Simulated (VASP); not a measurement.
VWC2:

```
W V C
1.0
     1.51704    0.87586    4.93389
    -1.51704    0.87586    4.93389
     0.00000   -1.75173    4.93389
W V C
1 1 2
Direct
  0.00000 0.00000 0.00000
  0.50000 0.50000 0.50000
  0.24649 0.24649 0.24649
  0.75351 0.75351 0.75351
```

Base run:

```yaml
Program: VASP 6.6.1
Functional: PBE
Potentials_or_basis: VASP PAW PBE potentials, release 64 (W_sv, V_sv, C)
Cutoff: 520 eV
k_mesh: 9 × 9 × 9
Occupations: fermi-dirac, width 0.05 eV
Spin: collinear spin, ferromagnetic start
Starting_moments: "[0.0, 4.0, 0.0, 0.0] μB"
Fixed_moment: 4 μB
```

Its results: pressure 21.6 GPa; site moments W +1.01; V +1.91; C +0.21 μB; largest force 0.748 eV/Å.

Q: The run is repeated on the same cell with these changes: fixed moment from 4 μB to 2.5 μB; moments at the start from [0.0, 4.0, 0.0, 0.0] to [0.0, 2.5, 0.0, 0.0]. What comes out?

A: Pressure 8.5 GPa; site moments W +0.66; V +1.42; C +0.05 μB; largest force 0.532 eV/Å.

Caveats: the total moment is fixed, so each spin has its own Fermi level.
